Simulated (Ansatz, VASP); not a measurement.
## AlRu: VASP beside Ansatz

```
CELL_PARAMETERS angstrom
3.03097 0.00000 0.00000
0.00000 3.03097 0.00000
0.00000 0.00000 3.03097
ATOMIC_POSITIONS crystal
Al 0.00000 0.00000 0.00000
Ru 0.50000 0.50000 0.50000
```

Change from the starting cell: volume scaled by 1.04, ions relaxed.

Alike in both runs: functional PBE; k mesh 16 × 16 × 16; occupations fermi-dirac, width 0.05 eV; no spin polarisation.

Ansatz relaxed the structure, and its values are those at the end. VASP's run is a single point on that final structure, the one shown.

|  | VASP | Ansatz |
| --- | --- | --- |
| version | VASP 6.6.1 | Ansatz 0.2.0 |
| potentials or method | VASP PAW PBE potentials, release 64 (Al, Ru_pv) | plane-wave PAW, scalar-relativistic |
| plane-wave cutoff (eV) | 520 | 420 |
| valence electrons in the cell | 17 | 19 |

Ansatz gave:

```
pressure (GPa) : -5.1
```

Problem. What did VASP give for the same quantities?

Solution. Pressure (GPa): -5.2.

The functional is the same, so the differences come from potentials, cutoffs and numerics. VASP's potentials hold 17 valence electrons a cell and Ansatz's 19, so a difference there can come from the potentials and not from the codes. Ansatz's warnings: stress scf threshold loose.
